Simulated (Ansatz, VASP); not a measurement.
**BaTl: VASP beside Ansatz**

```
Ba Tl
1.0
     0.00000    3.62978    3.62978
     3.62978    0.00000    3.62978
     3.62978    3.62978    0.00000
Ba Tl
1 1
Direct
  0.50000 0.50000 0.50000
  0.00000 0.00000 0.00000
```

Alike in both runs: functional PBE; k mesh 14 × 14 × 14; occupations gaussian, width 0.1 eV; no spin polarisation.

Ansatz relaxed the structure, and its values are those at the end. VASP's run is a single point on that final structure, the one shown.

|  | VASP | Ansatz |
| --- | --- | --- |
| version | VASP 6.6.1 | Ansatz 0.2.0 |
| potentials or method | VASP PAW PBE potentials, release 64 (Ba_sv, Tl_d), cutoff 520 eV | scalar-relativistic, plane waves, PAW |
| valence electrons in the cell | 23 | 23 |

```csv
,VASP,Ansatz,Ansatz less VASP
gap on the k mesh at the Fermi level (eV),none,none,-
pressure (GPa),0.1,0.0,-0.06
```

A gap of «none» marks a metal or a gap that the smearing closes.

Spin-orbit coupling is off throughout.
